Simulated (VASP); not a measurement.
# Al2O3 (P-6m2) in VASP: further runs

Al2O3 is run at these levels: PBEsol, r2SCAN, LDA; tasks: single point, relaxation of cell and atoms.

Program: VASP 6.6.1. These are calculated values, not measurements. Logs are shortened: lines on timing, memory, paths and dates and some standing lists are left out, and cuts for length are marked.

### 1 The cell of the first run

Symmetry: P-6m2, No. 187, hexagonal system. The conventional cell has a = 2.884 Å, b = 2.884 Å, c = 9.337 Å, α = 90.00°, β = 90.00°, γ = 120.00°. Al (site symmetry 3m) has 6 O at 1.80 to 2.18 Å within 2.4 Å. O (site symmetry 3m) has 3 Al at 1.80 Å within 2.4 Å. Within 2.9 Å of O (site symmetry -6m2) lie 6 Al at 2.18 Å and 12 O at 2.66 to 2.88 Å.

### 2 Single point, PBEsol

File INCAR:

```
PREC = Accurate
ENCUT = 520
EDIFF = 1E-7
ISMEAR = -1
SIGMA = 0.05
LREAL = False
LASPH = True
NELM = 60
ALGO = Normal
ISIF = 2
LWAVE = False
LCHARG = False
GGA = PS
NBANDS = 20
```

File KPOINTS:

```
Automatic mesh
0
Gamma
  11 11 3
```

File POSCAR:

```
Al2O3
1.0
    2.8843249483      0.0000000000      0.0000000000
   -1.4421624742      2.4978986780      0.0000000000
    0.0000000000      0.0000000000      9.3367544600
Al O
2 3
Direct
    0.0000000000      0.0000000000      0.8500076700
    0.0000000000      0.0000000000      0.1499923300
    0.3333333333      0.6666666667      0.7776830800
    0.6666666667      0.3333333333      0.0000000000
    0.3333333333      0.6666666667      0.2223169200
```

Potentials or basis: VASP PAW PBE potentials, release 64 (Al, O).

On the command line:

```bash
cat potpaw_PBE.64/Al/POTCAR potpaw_PBE.64/O/POTCAR > POTCAR
mpirun -np 1 vasp_std > vasp.out
```

OUTCAR:

```text
PREC = Accurate
   ENCUT = 520
   EDIFF = 1E-7
   ISMEAR = -1
   LREAL = False
   LASPH = True
   NELM = 60
   ISIF = 2
   GGA = PS

 ion  position               nearest neighbor table
   1  0.000  0.000  0.850-   3 1.80   3 1.80   3 1.80   4 2.18   4 2.18   4 2.18   2 2.80
   2  0.000  0.000  0.150-   5 1.80   5 1.80   5 1.80   4 2.18   4 2.18   4 2.18   1 2.80
   3  0.333  0.667  0.778-   1 1.80   1 1.80   1 1.80
   4  0.667  0.333  0.000-   1 2.18   2 2.18   1 2.18   2 2.18   1 2.18   2 2.18
   5  0.333  0.667  0.222-   2 1.80   2 1.80   2 1.80

  LATTYP: Found a hexagonal cell.
 ALAT       =     2.8843249483
 C/A-ratio  =     3.2370674689

  Lattice vectors:

 A1 = (   2.8843249483,   0.0000000000,   0.0000000000)
 A2 = (  -1.4421624742,   2.4978986780,   0.0000000000)
 A3 = (   0.0000000000,   0.0000000000,   9.3367544600)

Analysis of symmetry for initial positions (statically):
=====================================================================
 Subroutine PRICEL returns:
 Original cell was already a primitive cell.

 Routine SETGRP: Setting up the symmetry group for a
 hexagonal supercell.

 Subroutine GETGRP returns: Found 12 space group operations
 (whereof 12 operations were pure point group operations)
 out of a pool of 24 trial point group operations.

The static configuration has the point symmetry D_3h.

Analysis of symmetry for dynamics (positions and initial velocities):
=====================================================================
 Subroutine PRICEL returns:
 Original cell was already a primitive cell.

 Routine SETGRP: Setting up the symmetry group for a
 hexagonal supercell.

 Subroutine GETGRP returns: Found 12 space group operations
 (whereof 12 operations were pure point group operations)
 out of a pool of 24 trial point group operations.

The dynamic configuration has the point symmetry D_3h.

 Subroutine INISYM returns: Found 12 space group operations
 (whereof 12 operations are pure point group operations),
 and found     1 'primitive' translations

----------------------------------------------------------------------------------------

                                     Primitive cell

  volume of cell :      67.2690

  direct lattice vectors                    reciprocal lattice vectors
     2.884324948  0.000000000  0.000000000     0.346701574  0.200168247  0.000000000
    -1.442162474  2.497898678  0.000000000     0.000000000  0.400336494  0.000000000
     0.000000000  0.000000000  9.336754460     0.000000000  0.000000000  0.107103598

  length of vectors
     2.884324948  2.884324948  9.336754460     0.400336494  0.400336494  0.107103598

  position of ions in fractional coordinates (direct lattice)
     0.000000000  0.000000000  0.850007670
     0.000000000  0.000000000  0.149992330
     0.333333333  0.666666667  0.777683080
     0.666666667  0.333333333  0.000000000
     0.333333333  0.666666667  0.222316920

  ion indices of the primitive-cell ions
   primitive index   ion index
                 1           1
                 2           2
                 3           3
                 4           4
                 5           5

----------------------------------------------------------------------------------------

 KPOINTS: Automatic mesh

Automatic generation of k-mesh.
 Grid dimensions read from file:
 generate k-points for:   11   11    3

 Generating k-lattice:

  Cartesian coordinates                     Fractional coordinates (reciprocal lattice)
     0.031518325  0.018197113  0.000000000     0.090909091  0.000000000  0.000000000
     0.000000000  0.036394227  0.000000000     0.000000000  0.090909091  0.000000000
     0.000000000  0.000000000  0.035701199     0.000000000  0.000000000  0.333333333

  Length of vectors
     0.036394227  0.036394227  0.035701199

  Shift w.r.t. Gamma in fractional coordinates (k-lattice)
     0.000000000  0.000000000  0.000000000

 Subroutine IBZKPT returns following result:
 ===========================================

 Found     32 irreducible k-points:

 Following reciprocal coordinates:
            Coordinates               Weight
  0.000000  0.000000  0.000000      1.000000
  0.090909 -0.000000  0.000000      6.000000
  0.181818 -0.000000  0.000000      6.000000
  0.272727  0.000000  0.000000      6.000000
  0.363636  0.000000  0.000000      6.000000
  0.454545 -0.000000  0.000000      6.000000
[... 16 lines left out ...]
  0.090909  0.090909  0.333333     12.000000
  0.181818  0.090909  0.333333     24.000000
 [... further k-points ...]
   k-points           NKPTS =     32   k-points in BZ     NKDIM =     32   number of bands    NBANDS=     20
   number of dos      NEDOS =    301   number of ions     NIONS =      5
   total plane-waves  NPLWV =  40320
   dimension x,y,z NGX =    24 NGY =   24 NGZ =   70
   dimension x,y,z NGXF=    48 NGYF=   48 NGZF=  140
   ions per type =               2   3
   NGX,Y,Z   is equivalent  to a cutoff of  13.83, 13.83, 12.46 a.u.
   NGXF,Y,Z  is equivalent  to a cutoff of  27.67, 27.67, 24.93 a.u.
 SYSTEM =  unknown system
   PREC   = accura    normal or accurate (medium, high low for compatibility)
   ISTART =      0    job   : 0-new  1-cont  2-samecut
   ICHARG =      2    charge: 1-file 2-atom 10-const
   ISPIN  =      1    spin polarized calculation?
   LNONCOLLINEAR =      F non collinear calculations
   LSORBIT =      F    spin-orbit coupling
   LASPH  =      T    aspherical Exc in radial PAW
   ENCUT  =  520.0 eV  38.22 Ry    6.18 a.u.   5.36  5.36 17.36*2*pi/ulx,y,z
   NELM   =     60;   NELMIN=  2; NELMDL= -5     # of ELM steps
   EDIFF  = 0.1E-06   stopping-criterion for ELM
   LREAL  =      F    real-space projection
   EDIFFG = 0.1E-05   stopping-criterion for IOM
   NSW    =      0    number of steps for IOM
   IBRION =     -1    ionic relax: 0-MD 1-quasi-New 2-CG
   NFREE  =      0    steps in history (QN), initial steepest desc. (CG)
   ISIF   =      2    stress and relaxation
   ISYM   =      2    0-nonsym 1-usesym 2-fastsym
   POTIM  = 0.5000    time-step for ionic-motion
   TEBEG  =    0.0;   TEEND  =   0.0 temperature during run
   PSTRESS=    0.0 pullay stress
   NELECT =      24.0000    total number of electrons
   NUPDOWN=      -1.0000    fix difference up-down
   EMIN   =  10.00;   EMAX   =-10.00  energy-range for DOS
   EFERMI =   0.00;   METHOD = LEGACY
   ISMEAR =    -1;   SIGMA  =   0.05  broadening in eV -4-tet -1-fermi 0-gaus
   EFERMI_NEDOS =   21; number of points for ismear=-14 and -15
   IALGO  =     38    algorithm
   IMIX   =      4    mixing-type and parameters
     AMIX     =   0.40;   BMIX     =  1.00
     AMIX_MAG =   1.60;   BMIX_MAG =  1.00
  volume/ion in A,a.u.               =      13.45        90.79
  Fermi-wavevector in a.u.,A,eV,Ry     =   1.161111  2.194181 18.343074  1.348178
  Thomas-Fermi vector in A             =   2.297686
   LORBIT       =      0    0 simple, 1 ext, 2 COOP (PROOUT), +10 PAW based schemes
   GGA     = PS    functional components
   LHFCALC =     F    Hartree Fock is set to
   AEXX    =    0.0000 exact exchange contribution
   IVDW    =     0    specifies the selected vdW correction
   LEPSILON=     F    determine dielectric tensor
   LRPA    =     F    only Hartree local field effects (RPA)
 non-spin polarized calculation
  energy-cutoff  :      520.00
  volume of cell :       67.27
 maximum number of plane-waves:      1841
 NGX is ok and might be reduce to    24
   NGX = 11   NGY = 11   NGZ = 35

 number of electron      23.9999983 magnetization

 Free energy of the ion-electron system (eV)
  ---------------------------------------------------
  ext. energy  EPLUGINS =         0.00000000
  ---------------------------------------------------
  free energy    TOTEN  =       -38.13129943 eV

  energy without entropy =      -38.13129943  energy(sigma->0) =      -38.13129943

 E-fermi :   1.9170     XC(G=0):  -8.6150

 val. band max:        0.8036141552   @ k =   0.0909   0.0909   0.0000
 cond. band min:       5.5434132738   @ k =   0.0000   0.0000   0.0000
 fundamental gap:      4.7397991186
 Fermi energy:         1.9169795411

 k-point     1 :       0.0000    0.0000    0.0000
  band No.  band energies     occupation
      1     -17.8478      2.00000
      2     -16.8126      2.00000
      3     -15.6089      2.00000
      4      -4.1998      2.00000
      5      -1.3276      2.00000
      6      -0.6826      2.00000
[... 12 lines left out ...]
     19      15.5532      0.00000
     20      15.5562      0.00000

 k-point     2 :       0.0909   -0.0000    0.0000
  band No.  band energies     occupation
      1     -17.7461      2.00000
      2     -16.7361      2.00000
      3     -15.5713      2.00000
      4      -4.1410      2.00000
      5      -1.5788      2.00000
      6      -0.9110      2.00000
[... 12 lines left out ...]
     19      14.7026      0.00000
     20      15.7654      0.00000

 k-point     3 :       0.1818   -0.0000    0.0000
  band No.  band energies     occupation
      1     -17.4540      2.00000
      2     -16.5228      2.00000
      3     -15.4755      2.00000
      4      -4.0397      2.00000
      5      -2.4307      2.00000
      6      -1.6430      2.00000
[... 12 lines left out ...]
     19      13.8731      0.00000
     20      14.6662      0.00000

 k-point     4 :       0.2727    0.0000    0.0000
  band No.  band energies     occupation
      1     -17.0159      2.00000
      2     -16.2238      2.00000
      3     -15.3728      2.00000
      4      -4.1705      2.00000
      5      -3.5651      2.00000
      6      -2.4575      2.00000
[... 429 lines left out ...]
 k-point    23 :       0.0909    0.0909    0.3333
  band No.  band energies     occupation
      1     -17.5490      2.00000
      2     -16.5913      2.00000
      3     -15.5042      2.00000
      4      -4.0598      2.00000
      5      -2.0767      2.00000
      6      -1.5059      2.00000
[... 12 lines left out ...]
     19      13.8940      0.00000
     20      14.8685      0.00000

 k-point    24 :       0.1818    0.0909    0.3333
  band No.  band energies     occupation
      1     -17.1830      2.00000
      2     -16.3343      2.00000
      3     -15.4038      2.00000
      4      -4.0560      2.00000
      5      -2.9987      2.00000
      6      -2.3324      2.00000
[... 12 lines left out ...]
     19      13.3039      0.00000
     20      14.4332      0.00000

 [... further k-points ...]

------------------------ aborting loop because EDIFF is reached ----------------------------------------

  FORCE on cell =-STRESS in cart. coord.  units (eV):
  Direction    XX          YY          ZZ          XY          YZ          ZX
  --------------------------------------------------------------------------------------
  -------------------------------------------------------------------------------------
  Total       -1.2767546     -1.2767546     -0.9148217      0.0000000     -0.0000000      0.0000000
  in kB      -30.4090642    -30.4090642    -21.7887386      0.0000000     -0.0000000      0.0000000
  external PRESSURE =     -27.5356223 kB  Pullay stress =       0.0000000 kB

 VOLUME and BASIS-vectors are now :
 -----------------------------------------------------------------------------
  energy-cutoff  :      520.00
  volume of cell :       67.27
      direct lattice vectors                 reciprocal lattice vectors
     2.884324948  0.000000000  0.000000000     0.346701574  0.200168247  0.000000000
    -1.442162474  2.497898678  0.000000000     0.000000000  0.400336494  0.000000000
     0.000000000  0.000000000  9.336754460     0.000000000  0.000000000  0.107103598

 POSITION                                       TOTAL-FORCE (eV/Angst)
 -----------------------------------------------------------------------------------
      0.00000      0.00000      7.93631        -0.000000     -0.000000      0.086387
      0.00000      0.00000      1.40044        -0.000000     -0.000000     -0.086387
     -0.00000      1.66527      7.26104        -0.000000      0.000000      0.143160
      1.44216      0.83263      0.00000         0.000000      0.000000      0.000000
     -0.00000      1.66527      2.07572         0.000000     -0.000000     -0.143160
 -----------------------------------------------------------------------------------
    total drift:                                0.000000     -0.000000      0.000000

  FREE ENERGIE OF THE ION-ELECTRON SYSTEM (eV)
  ---------------------------------------------------
  free  energy   TOTEN  =       -38.1312994260 eV

  energy  without entropy=      -38.1312994259  energy(sigma->0) =      -38.13129943
```

Wall time 18 s (1 thread of Intel Xeon 6975P-C (Granite Rapids), shared host); peak memory 0.19 GiB.

Results:

```yaml
Free_energy: -38.1313 eV
Pressure: -2.8 GPa
Largest_force: 0.143 eV/Å
Band_gap_on_the_k_mesh: 4.74 eV, indirect (least direct gap 4.98 eV)
```

Forces on the atoms (eV/Å):
```
Al   0.000  0.000  0.086
Al   0.000  0.000 -0.086
O    0.000  0.000  0.143
O    0.000  0.000  0.000
O    0.000  0.000 -0.143
```

Levels at points of the mesh, in eV from the valence-band top:
```
           k point  band 8  band 9  band 10  band 11  band 12  band 13  band 14  band 15  band 16  band 17
(0.00, 0.00, 0.00)   -1.26   -1.26    -0.53    -0.53    -0.24     4.74     7.42     7.74     9.18    12.93
```

Caveat: the PAW data sets were made with another functional, which shifts forces and pressure a little.

### 3 Single point, r2SCAN

This run uses another cell than the first one, of 10.82 Å³/atom, 0.804 times its volume.

File POSCAR:

```
Al2O3
1.0
    2.8556671381      0.0000000000      0.0000000000
   -1.4278335691      2.4730802863      0.0000000000
    0.0000000000      0.0000000000      7.6615428642
Al O
2 3
Direct
    0.0000000000      0.0000000000      0.8190612852
    0.0000000000      0.0000000000      0.1809387148
    0.3333333333      0.6666666667      0.7320009841
    0.6666666667      0.3333333333      0.0000000000
    0.3333333333      0.6666666667      0.2679990159
```

File INCAR.step1:

```
  ALGO = Normal
  EDIFF = 1E-4
  ENCUT = 520
  GGA = PE
  ISMEAR = -1
  LASPH = T
  LCHARG = F
  LREAL = F
  LWAVE = T
  NBANDS = 20
  NELM = 80
  PREC = Accurate
  SIGMA = 0.05
```

File INCAR.step2:

```
  ALGO = Normal
  EDIFF = 1E-6
  ENCUT = 520
  ISIF = 2
  ISMEAR = -1
  ISTART = 1
  LASPH = T
  LCHARG = T
  LELF = T
  LMIXTAU = T
  LREAL = F
  LVHAR = T
  LWAVE = F
  METAGGA = R2SCAN
  NBANDS = 20
  NELM = 80
  PREC = Accurate
  SIGMA = 0.05
```

File KPOINTS:

```
k-points
0
Gamma
  11 11 3
```

Potentials or basis: VASP PAW PBE potentials, release 64 (Al, O).

On the command line:

```bash
cat potpaw_PBE.64/Al/POTCAR potpaw_PBE.64/O/POTCAR > POTCAR
cp INCAR.step1 INCAR
mpirun -np 1 vasp_std > vasp.out
cp INCAR.step2 INCAR
mpirun -np 1 vasp_std > vasp.out
```

OUTCAR:

```text
EDIFF = 1E-6
   ENCUT = 520
   ISIF = 2
   ISMEAR = -1
   ISTART = 1
   LASPH = T
   LREAL = F
   METAGGA = R2SCAN
   NELM = 80
   PREC = Accurate

 ion  position               nearest neighbor table
   1  0.000  0.000  0.819-   3 1.78   3 1.78   3 1.78   4 2.15   4 2.15   4 2.15   2 2.77
   2  0.000  0.000  0.181-   5 1.78   5 1.78   5 1.78   4 2.15   4 2.15   4 2.15   1 2.77
   3  0.333  0.667  0.732-   1 1.78   1 1.78   1 1.78
[... 758 lines left out ...]
  --------------------------------------------------------------------------------------
  -------------------------------------------------------------------------------------
  Total        0.0879625      0.0879625     -0.1078072     -0.0000000     -0.0000000      0.0000000
  in kB        2.6046306      2.6046306     -3.1922460     -0.0000000     -0.0000000      0.0000000
  external PRESSURE =       0.6723384 kB  Pullay stress =       0.0000000 kB

 VOLUME and BASIS-vectors are now :
 -----------------------------------------------------------------------------
  energy-cutoff  :      520.00
  volume of cell :       54.11
      direct lattice vectors                 reciprocal lattice vectors
     2.855667138  0.000000000  0.000000000     0.350180869  0.202177019  0.000000000
    -1.427833569  2.473080286  0.000000000     0.000000000  0.404354038  0.000000000
     0.000000000  0.000000000  7.661542864     0.000000000  0.000000000  0.130522013

 POSITION                                       TOTAL-FORCE (eV/Angst)
 -----------------------------------------------------------------------------------
      0.00000      0.00000      6.27527         0.000000     -0.000000     -0.019028
      0.00000      0.00000      1.38627         0.000000     -0.000000      0.019028
     -0.00000      1.64872      5.60826        -0.000000      0.000000      0.037110
      1.42783      0.82436      0.00000        -0.000000      0.000000      0.000000
     -0.00000      1.64872      2.05329        -0.000000      0.000000     -0.037110
 -----------------------------------------------------------------------------------
    total drift:                                0.000009     -0.000005      0.000000

  FREE ENERGIE OF THE ION-ELECTRON SYSTEM (eV)
  ---------------------------------------------------
  free  energy   TOTEN  =       -46.8272990347 eV

  energy  without entropy=      -46.8272990346  energy(sigma->0) =      -46.82729903
```

OSZICAR.step1:

```text
N       E                     dE             d eps       ncg     rms          rms(c)
DAV:   1     0.106657596249E+03    0.10666E+03   -0.12708E+04  1288   0.111E+03
DAV:   2    -0.340418858239E+02   -0.14070E+03   -0.13619E+03  1520   0.250E+02
DAV:   3    -0.408343552596E+02   -0.67925E+01   -0.67705E+01  1716   0.565E+01
DAV:   4    -0.408871741849E+02   -0.52819E-01   -0.52810E-01  1608   0.546E+00
DAV:   5    -0.408879839441E+02   -0.80976E-03   -0.80975E-03  1676   0.645E-01    0.129E+01
DAV:   6    -0.363628172294E+02    0.45252E+01   -0.14069E+01  1376   0.271E+01    0.455E+00
DAV:   7    -0.363577619280E+02    0.50553E-02   -0.49377E-01  1552   0.472E+00    0.251E+00
DAV:   8    -0.363435884303E+02    0.14173E-01   -0.54115E-02  1596   0.223E+00    0.791E-01
DAV:   9    -0.363457098533E+02   -0.21214E-02   -0.16551E-02  1484   0.115E+00    0.188E-01
DAV:  10    -0.363469050786E+02   -0.11952E-02   -0.30245E-03  1464   0.392E-01    0.136E-01
DAV:  11    -0.363472207219E+02   -0.31564E-03   -0.72313E-04  1420   0.310E-01    0.325E-02
DAV:  12    -0.363472503467E+02   -0.29625E-04   -0.13507E-04  1236   0.962E-02
   1 F= -.36347250E+02 E0= -.36347250E+02  d E =-.720284E-10
```

It took 39 s on 1 thread of Intel Xeon 6975P-C (Granite Rapids), shared host; peak memory 0.19 GiB.

What came out:

| Quantity | Value |
| --- | --- |
| Free energy | -46.8273 eV |
| Pressure | 0.1 GPa |
| Largest force | 0.037 eV/Å |
| Band gap on the k mesh | 5.63 eV, indirect (least direct gap 5.82 eV) |

Forces in eV/Å, atoms in the order of the input:
```
Al   0.000  0.000 -0.019
Al   0.000  0.000  0.019
O    0.000  0.000  0.037
O    0.000  0.000  0.000
O    0.000  0.000 -0.037
```

Stress tensor (GPa, compression positive):
```
 0.26  0.00  0.00
 0.00  0.26  0.00
 0.00  0.00 -0.32
```

Levels at points of the mesh, in eV from the valence-band top:
```
           k point  band 8  band 9  band 10  band 11  band 12  band 13  band 14  band 15  band 16  band 17
(0.00, 0.00, 0.00)   -1.40   -1.40    -0.70    -0.70    -0.18     5.63     8.50     9.45    11.80    15.23
```

Caveat: the PAW data sets were made with another functional, which shifts forces and pressure a little.

(Part 1 of 2 ends here.)
